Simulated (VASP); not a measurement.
# CdInS2 (P-3m1) in VASP: a series of runs

CdInS2 is run at these levels: PBE; tasks: single point.

Program: VASP 6.6.1. These are calculated values, not measurements. Logs are shortened: lines on timing, memory, paths and dates and some standing lists are left out, and cuts for length are marked.

## (1) The cell of the first run

It takes space group P-3m1 (No. 164, trigonal). Conventional cell: a = 4.170 Å, b = 4.170 Å, c = 5.870 Å, α = 90.00°, β = 90.00°, γ = 120.00°. Cd (site symmetry -3m) has 2 In at 2.93 Å and 6 S at 2.95 Å within 3.9 Å. Within 3.6 Å of In (site symmetry -3m) lie 6 S at 2.70 Å and 2 Cd at 2.93 Å. S (site symmetry 3m) has 3 In at 2.70 Å and 3 Cd at 2.95 Å and 3 S at 3.44 Å within 3.6 Å.

## (2) Single point, PBE

Contents of INCAR:

```
ALGO = Normal ; EDIFF = 1E-6
ENCUT = 520 ; GGA = PE
ISIF = 2 ; ISMEAR = 0
LASPH = T ; LCHARG = T
LELF = T ; LREAL = F
LVHAR = T ; LWAVE = F
NBANDS = 26 ; NELM = 100
PREC = Accurate ; SIGMA = 0.15
```

Contents of KPOINTS:

```
k-points
0
Gamma
  12 12 6
```

Contents of POSCAR:

```
CdInS2
1.0
    4.1697266610      0.0000000000      0.0000000000
   -2.0848633305      3.6110892153      0.0000000000
    0.0000000000      0.0000000000      5.8697242207
Cd In S
1 1 2
Direct
    0.0000000000      0.0000000000      0.0000000000
    0.0000000000      0.0000000000      0.5000000000
    0.6666666667      0.3333333333      0.7089643644
    0.3333333333      0.6666666667      0.2910356356
```

Potentials or basis: VASP PAW PBE potentials, release 64 (Cd, In_d, S).

The run is started by

```sh
> cat potpaw_PBE.64/Cd/POTCAR potpaw_PBE.64/In_d/POTCAR potpaw_PBE.64/S/POTCAR > POTCAR
> mpirun -np 1 vasp_std > vasp.out
```

OUTCAR:

```text
EDIFF = 1E-6
   ENCUT = 520
   GGA = PE
   ISIF = 2
   ISMEAR = 0
   LASPH = T
   LREAL = F
   NELM = 100
   PREC = Accurate

 ion  position               nearest neighbor table
   1  0.000  0.000  0.000-   2 2.93   2 2.93   4 2.95   3 2.95   3 2.95   4 2.95   3 2.95   4 2.95

   2  0.000  0.000  0.500-   3 2.70   4 2.70   3 2.70   4 2.70   3 2.70   4 2.70   1 2.93   1 2.93

   3  0.667  0.333  0.709-   2 2.70   2 2.70   2 2.70   1 2.95   1 2.95   1 2.95
   4  0.333  0.667  0.291-   2 2.70   2 2.70   2 2.70   1 2.95   1 2.95   1 2.95

  LATTYP: Found a hexagonal cell.
 ALAT       =     4.1697266610
 C/A-ratio  =     1.4077000000

  Lattice vectors:

 A1 = (   4.1697266610,   0.0000000000,   0.0000000000)
 A2 = (  -2.0848633305,   3.6110892153,   0.0000000000)
 A3 = (   0.0000000000,   0.0000000000,   5.8697242207)

Analysis of symmetry for initial positions (statically):
=====================================================================
 Subroutine PRICEL returns:
 Original cell was already a primitive cell.

 Routine SETGRP: Setting up the symmetry group for a
 hexagonal supercell.

 Subroutine GETGRP returns: Found 12 space group operations
 (whereof 12 operations were pure point group operations)
 out of a pool of 24 trial point group operations.

The static configuration has the point symmetry D_3d.

Analysis of symmetry for dynamics (positions and initial velocities):
=====================================================================
 Subroutine PRICEL returns:
 Original cell was already a primitive cell.

 Routine SETGRP: Setting up the symmetry group for a
 hexagonal supercell.

 Subroutine GETGRP returns: Found 12 space group operations
 (whereof 12 operations were pure point group operations)
 out of a pool of 24 trial point group operations.

The dynamic configuration has the point symmetry D_3d.

 Subroutine INISYM returns: Found 12 space group operations
 (whereof 12 operations are pure point group operations),
 and found     1 'primitive' translations

----------------------------------------------------------------------------------------

                                     Primitive cell

  volume of cell :      88.3819

  direct lattice vectors                    reciprocal lattice vectors
     4.169726661  0.000000000  0.000000000     0.239823874  0.138462378  0.000000000
    -2.084863331  3.611089215  0.000000000     0.000000000  0.276924756  0.000000000
     0.000000000  0.000000000  5.869724221     0.000000000  0.000000000  0.170365755

  length of vectors
     4.169726661  4.169726661  5.869724221     0.276924756  0.276924756  0.170365755

  position of ions in fractional coordinates (direct lattice)
     0.000000000  0.000000000  0.000000000
     0.000000000  0.000000000  0.500000000
     0.666666667  0.333333333  0.708964364
     0.333333333  0.666666667  0.291035636

  ion indices of the primitive-cell ions
   primitive index   ion index
                 1           1
                 2           2
                 3           3
                 4           4

----------------------------------------------------------------------------------------

 KPOINTS: k-points

Automatic generation of k-mesh.
 Grid dimensions read from file:
 generate k-points for:   12   12    6

 Generating k-lattice:

  Cartesian coordinates                     Fractional coordinates (reciprocal lattice)
     0.019985323  0.011538532  0.000000000     0.083333333  0.000000000  0.000000000
     0.000000000  0.023077063  0.000000000     0.000000000  0.083333333  0.000000000
     0.000000000  0.000000000  0.028394293     0.000000000  0.000000000  0.166666667

  Length of vectors
     0.023077063  0.023077063  0.028394293

  Shift w.r.t. Gamma in fractional coordinates (k-lattice)
     0.000000000  0.000000000  0.000000000

 Subroutine IBZKPT returns following result:
 ===========================================

 Found    100 irreducible k-points:

 Following reciprocal coordinates:
            Coordinates               Weight
  0.000000  0.000000  0.000000      1.000000
  0.083333  0.000000  0.000000      6.000000
  0.166667  0.000000  0.000000      6.000000
  0.250000  0.000000  0.000000      6.000000
  0.333333  0.000000  0.000000      6.000000
  0.416667  0.000000  0.000000      6.000000
[... 16 lines left out ...]
  0.166667  0.000000  0.166667      6.000000
  0.000000  0.166667  0.166667      6.000000
 [... further k-points ...]
   k-points           NKPTS =    100   k-points in BZ     NKDIM =    100   number of bands    NBANDS=     26
   number of dos      NEDOS =    301   number of ions     NIONS =      4
   total plane-waves  NPLWV =  49152
   dimension x,y,z NGX =    32 NGY =   32 NGZ =   48
   dimension x,y,z NGXF=    64 NGYF=   64 NGZF=   96
   ions per type =               1   1   2
   NGX,Y,Z   is equivalent  to a cutoff of  12.76, 12.76, 13.59 a.u.
   NGXF,Y,Z  is equivalent  to a cutoff of  25.52, 25.52, 27.19 a.u.
 SYSTEM =  unknown system
   PREC   = accura    normal or accurate (medium, high low for compatibility)
   ISTART =      0    job   : 0-new  1-cont  2-samecut
   ICHARG =      2    charge: 1-file 2-atom 10-const
   ISPIN  =      1    spin polarized calculation?
   LNONCOLLINEAR =      F non collinear calculations
   LSORBIT =      F    spin-orbit coupling
   LASPH  =      T    aspherical Exc in radial PAW
   ENCUT  =  520.0 eV  38.22 Ry    6.18 a.u.   7.75  7.75 10.91*2*pi/ulx,y,z
   NELM   =    100;   NELMIN=  2; NELMDL= -5     # of ELM steps
   EDIFF  = 0.1E-05   stopping-criterion for ELM
   LREAL  =      F    real-space projection
   EDIFFG = 0.1E-04   stopping-criterion for IOM
   NSW    =      0    number of steps for IOM
   IBRION =     -1    ionic relax: 0-MD 1-quasi-New 2-CG
   NFREE  =      0    steps in history (QN), initial steepest desc. (CG)
   ISIF   =      2    stress and relaxation
   ISYM   =      2    0-nonsym 1-usesym 2-fastsym
   POTIM  = 0.5000    time-step for ionic-motion
   TEBEG  =    0.0;   TEEND  =   0.0 temperature during run
   PSTRESS=    0.0 pullay stress
   NELECT =      37.0000    total number of electrons
   NUPDOWN=      -1.0000    fix difference up-down
   EMIN   =  10.00;   EMAX   =-10.00  energy-range for DOS
   EFERMI =   0.00;   METHOD = LEGACY
   ISMEAR =     0;   SIGMA  =   0.15  broadening in eV -4-tet -1-fermi 0-gaus
   EFERMI_NEDOS =   21; number of points for ismear=-14 and -15
   IALGO  =     38    algorithm
   IMIX   =      4    mixing-type and parameters
     AMIX     =   0.40;   BMIX     =  1.00
     AMIX_MAG =   1.60;   BMIX_MAG =  1.00
  volume/ion in A,a.u.               =      22.10       149.11
  Fermi-wavevector in a.u.,A,eV,Ry     =   1.224675  2.314300 20.406415  1.499829
  Thomas-Fermi vector in A             =   2.359741
   LORBIT       =      0    0 simple, 1 ext, 2 COOP (PROOUT), +10 PAW based schemes
   GGA     = PE    functional components
   LHFCALC =     F    Hartree Fock is set to
   AEXX    =    0.0000 exact exchange contribution
   IVDW    =     0    specifies the selected vdW correction
   LEPSILON=     F    determine dielectric tensor
   LRPA    =     F    only Hartree local field effects (RPA)
 non-spin polarized calculation
 Gauss-broadening in eV      SIGMA  =   0.15
  energy-cutoff  :      520.00
  volume of cell :       88.38
 maximum number of plane-waves:      2403
 NGX is ok and might be reduce to    32

 number of electron      37.0000002 magnetization

 Free energy of the ion-electron system (eV)
  ---------------------------------------------------
  ext. energy  EPLUGINS =         0.00000000
  ---------------------------------------------------
  free energy    TOTEN  =       -12.08457238 eV

  energy without entropy =      -12.06129581  energy(sigma->0) =      -12.07293410

 E-fermi :   5.6015     XC(G=0): -10.0062

 val. band max:        5.5948094956   @ k =   0.5000   0.0000   0.5000
 cond. band min:       5.6017221571   @ k =  -0.0833   0.3333   0.1667
 fundamental gap:      0.0069126615
 Fermi energy:         5.6015377076

 k-point     1 :       0.0000    0.0000    0.0000
  band No.  band energies     occupation
      1      -9.8582      2.00000
      2      -9.7553      2.00000
      3      -9.7553      2.00000
      4      -9.6406      2.00000
      5      -9.6406      2.00000
      6      -8.9255      2.00000
[... 18 lines left out ...]
     25      11.8862      0.00000
     26      12.6826      0.00000

 k-point     2 :       0.0833    0.0000    0.0000
  band No.  band energies     occupation
      1      -9.8517      2.00000
      2      -9.7793      2.00000
      3      -9.7540      2.00000
      4      -9.6420      2.00000
      5      -9.6379      2.00000
      6      -8.8814      2.00000
[... 18 lines left out ...]
     25      11.5196      0.00000
     26      11.8804      0.00000

 k-point     3 :       0.1667    0.0000    0.0000
  band No.  band energies     occupation
      1      -9.8547      2.00000
      2      -9.8238      2.00000
      3      -9.7511      2.00000
      4      -9.6456      2.00000
      5      -9.6297      2.00000
      6      -8.7478      2.00000
[... 18 lines left out ...]
     25      11.1189      0.00000
     26      11.5272      0.00000

 k-point     4 :       0.2500    0.0000    0.0000
  band No.  band energies     occupation
      1      -9.9320      2.00000
      2      -9.8097      2.00000
      3      -9.7487      2.00000
      4      -9.6503      2.00000
      5      -9.6167      2.00000
      6      -8.5310      2.00000
[... 18 lines left out ...]
     25      10.7387      0.00000
     26      11.8723      0.00000
[... 496 lines left out ...]
      1      -9.8463      2.00000
      2      -9.7785      2.00000
      3      -9.7531      2.00000
      4      -9.6417      2.00000
      5      -9.6376      2.00000
      6      -8.8330      2.00000
[... 18 lines left out ...]
     25      11.1556      0.00000
     26      12.6185      0.00000

 k-point    23 :       0.1667    0.0000    0.1667
  band No.  band energies     occupation
      1      -9.8533      2.00000
      2      -9.8207      2.00000
      3      -9.7501      2.00000
      4      -9.6452      2.00000
      5      -9.6294      2.00000
      6      -8.6973      2.00000
[... 18 lines left out ...]
     25      10.9822      0.00000
     26      11.5085      0.00000

 k-point    24 :       0.0000    0.1667    0.1667
  band No.  band energies     occupation
      1      -9.8532      2.00000
      2      -9.8181      2.00000
      3      -9.7501      2.00000
      4      -9.6452      2.00000
      5      -9.6294      2.00000
      6      -8.7088      2.00000
[... 18 lines left out ...]
     25      11.3815      0.00000
     26      11.7466      0.00000

 [... further k-points ...]

------------------------ aborting loop because EDIFF is reached ----------------------------------------

  FORCE on cell =-STRESS in cart. coord.  units (eV):
  Direction    XX          YY          ZZ          XY          YZ          ZX
  --------------------------------------------------------------------------------------
  -------------------------------------------------------------------------------------
  Total        0.2998325      0.2998325      6.3246226     -0.0000000      0.0000000      0.0000000
  in kB        5.4353279      5.4353279    114.6520167     -0.0000000      0.0000000      0.0000000
  external PRESSURE =      41.8408908 kB  Pullay stress =       0.0000000 kB

 VOLUME and BASIS-vectors are now :
 -----------------------------------------------------------------------------
  energy-cutoff  :      520.00
  volume of cell :       88.38
      direct lattice vectors                 reciprocal lattice vectors
     4.169726661  0.000000000  0.000000000     0.239823874  0.138462378  0.000000000
    -2.084863331  3.611089215  0.000000000     0.000000000  0.276924756  0.000000000
     0.000000000  0.000000000  5.869724221     0.000000000  0.000000000  0.170365755

 POSITION                                       TOTAL-FORCE (eV/Angst)
 -----------------------------------------------------------------------------------
      0.00000      0.00000      0.00000         0.000000      0.000000      0.000000
      0.00000      0.00000      2.93486         0.000000      0.000000      0.000000
      2.08486      1.20370      4.16143        -0.000000      0.000000      0.955658
     -0.00000      2.40739      1.70830         0.000000      0.000000     -0.955658
 -----------------------------------------------------------------------------------
    total drift:                                0.000000     -0.000000     -0.000000

  FREE ENERGIE OF THE ION-ELECTRON SYSTEM (eV)
  ---------------------------------------------------
  free  energy   TOTEN  =       -12.0845723843 eV

  energy  without entropy=      -12.0612958102  energy(sigma->0) =      -12.07293410
```

It took 4.1 min on 1 thread of Intel Xeon 8259CL, shared host; peak memory 0.38 GiB.

Results:

* Free energy: -12.0846 eV
* Pressure: 4.2 GPa
* Largest force: 0.956 eV/Å
* Band gap on the k mesh: zero (an odd number of electrons rules out a gap without spin polarisation)

Forces on the atoms (eV/Å):
```
Cd   0.000  0.000  0.000
In   0.000  0.000  0.000
S    0.000  0.000  0.956
S    0.000  0.000 -0.956
```

Levels at points of the mesh, in eV from the Fermi level:
```csv
k point,band 17,band 18,band 19,band 20,band 21,band 22
"(0.00, 0.00, 0.00)",-2.72,-2.72,-2.07,0.27,3.30,3.30
"(0.50, 0.00, 0.00)",-3.12,-2.11,0.07,0.94,1.23,3.79
"(0.00, 0.00, 0.50)",-2.84,-2.84,-0.87,0.40,3.32,3.32
"(0.50, 0.00, 0.50)",-2.94,-2.90,-0.01,0.13,3.77,4.41
```

Caveat: the stress differs along the axes, from 1 to 11 GPa; spin-orbit coupling is left out, which moves the levels of the heavy elements.

## (3) Single point, PBE

This run uses another cell than the first one, of the same volume but with other edges.

Contents of INCAR:

```
SYSTEM = CdInS2
PREC     = Accurate       ! precision mode
ENCUT    = 520            ! plane-wave cutoff, eV
EDIFF    = 1E-6           ! SCF threshold, eV
ISMEAR   = 0              ! smearing method
SIGMA    = 0.15           ! smearing width, eV
LREAL    = .FALSE.        ! projectors in reciprocal space
LASPH    = .TRUE.         ! aspherical terms in the spheres
NELM     = 60             ! most SCF steps
ALGO     = Normal         ! electronic algorithm
ISIF     = 2              ! what is computed and relaxed
LWAVE    = .FALSE.        ! write WAVECAR
LCHARG   = .TRUE.         ! write CHGCAR
GGA      = PE             ! functional
LELF     = .TRUE.         ! ELF
LVHAR    = .TRUE.       
NBANDS   = 26             ! bands
```

Contents of KPOINTS:

```
regular mesh
0
G
  12 12 6
  0 0 0
```

Contents of POSCAR:

```
CdInS2
1.0
    3.8084606644      0.0000000000      0.0000000000
   -1.9042303322      3.2982236847      0.0000000000
    0.0000000000      0.0000000000      7.0361310776
Cd In S
1 1 2
Direct
    0.0000000000      0.0000000000      0.0000000000
    0.0000000000      0.0000000000      0.5000000000
    0.6666666667      0.3333333333      0.8067465330
    0.3333333333      0.6666666667      0.1932534670
```

Potentials or basis: VASP PAW PBE potentials, release 64 (Cd, In_d, S).

The run is started by

```sh
> cat potpaw_PBE.64/Cd/POTCAR potpaw_PBE.64/In_d/POTCAR potpaw_PBE.64/S/POTCAR > POTCAR
> mpirun -np 1 vasp_std > vasp.out
```

It took 3.7 min on 1 thread of Intel Xeon Platinum 8259CL at 2.50GHz (Skylake/Cascade Lake), shared host; peak memory 0.35 GiB.

Results (log left out):

* Free energy: -12.4163 eV
* Pressure: 4.5 GPa
* Largest force: 1.899 eV/Å
* Band gap on the k mesh: zero (an odd number of electrons rules out a gap without spin polarisation)

Forces in eV/Å, atoms in the order of the input:
```
Cd   0.000  0.000  0.000
In   0.000  0.000  0.000
S    0.000  0.000 -1.899
S    0.000  0.000  1.899
```

Stress tensor (GPa, compression positive):
```
6.37 0.00 0.00
0.00 6.37 0.00
0.00 0.00 0.77
```

Levels at points of the mesh, in eV from the Fermi level:
```tsv
k point	band 15	band 16	band 17	band 18	band 19	band 20	band 21	band 22	band 23	band 24
(0.00, 0.00, 0.00)	-1.52	-1.05	-1.05	-0.33	-0.33	3.31	4.93	6.15	6.15	6.99
(0.50, 0.00, 0.00)	-3.38	-3.01	-2.50	-0.40	0.32	1.93	3.36	3.90	4.46	7.30
(0.00, 0.00, 0.50)	-0.98	-0.98	-0.38	-0.38	0.95	2.32	4.25	6.24	6.24	6.73
(0.50, 0.00, 0.50)	-2.32	-2.31	-1.83	-1.14	-0.75	1.10	4.30	4.93	5.10	5.39
```

Caveat: the stress differs along the axes, from 1 to 6 GPa; spin-orbit coupling is left out, which moves the levels of the heavy elements; forces of over 1 eV/Å act on the atoms, so gaps and moduli don't describe the material at rest.

The gap in the log of VASP goes by the Fermi energy; the results here count the filled bands.